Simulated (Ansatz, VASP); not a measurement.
HfC in VASP and in Ansatz

File INCAR:

```
ALGO = Normal
EDIFF = 1E-6
ENCUT = 520
GGA = CA
ISIF = 2
ISMEAR = -1
LASPH = True
LCHARG = False
LREAL = False
LWAVE = False
NBANDS = 14
NELM = 60
PREC = Accurate
SIGMA = 0.05
```

KPOINTS

```
k-points
0
Gamma
  12 12 12
```

The input POSCAR:

```
HfC
1.0
    0.0000000000      2.3250000000      2.3715000000
    2.3250000000      0.0000000000      2.3715000000
    2.3250000000      2.3250000000      0.0000000000
Hf C
1 1
Direct
    0.5000000000      0.5000000000      0.5000000000
    0.0000000000      0.0000000000      0.0000000000
```

Input for Ansatz:

```yaml
crystal:
  lattice:
    - [0.0, 2.325, 2.3715]
    - [2.325, 0.0, 2.3715]
    - [2.325, 2.325, 0.0]
  atoms:
    - { symbol: Hf, position: [0.5, 0.5, 0.5] }
    - { symbol: C, position: [0.0, 0.0, 0.0] }
kpoints:
  mp_grid: { grid: [12, 12, 12] }
  band_path:
    path:
      - [0.0, 0.0, 0.0]
      - [0.0, 0.5, 0.5]
      - [0.25, 0.75, 0.5]
      - [0.0, 0.5, 0.0]
      - [0.0, 0.0, 0.0]
      - [0.5, 0.5, 0.0]
      - [0.3701460977, 0.6298539023, 0.0]
      - [-0.3701460977, 0.3701460977, 0.0]
      - [0.0, 0.0, 0.0]
    npoints: 5
scf:
  occupations: { method: fermi_dirac, width: 0.05 }
hamiltonian:
  xc: lda
  pseudopotentials: { kind: all_electron, lapw: { basis_error: 0.00025 } }
output:
  forces: true
  stress: true
  eigenvalues: true
```

Change from the starting cell: zz strain of +2 %.

Alike in both runs: task single point; functional LDA; k mesh 12 × 12 × 12; occupations fermi-dirac, width 0.05 eV; no spin polarisation.

|  | VASP | Ansatz |
| --- | --- | --- |
| version | VASP 6.6.1 | Ansatz 0.2.0 |
| potentials or method | VASP PAW LDA potentials, release 64 (Hf_pv, C), cutoff 520 eV | all-electron LAPW, scalar-relativistic |

```csv
,VASP,Ansatz,Ansatz less VASP
pressure (GPa),-15.6,-15.7,-0.11
"traceless stress, the component that is largest in VASP (GPa)",-4.48,-4.38,+0.097
```

LDA's correlation is that of Perdew and Zunger in VASP and of Perdew and Wang (1992) in Ansatz. Ansatz ran all-electron here, and VASP with PAW potentials.

Neither program's run includes spin-orbit coupling.
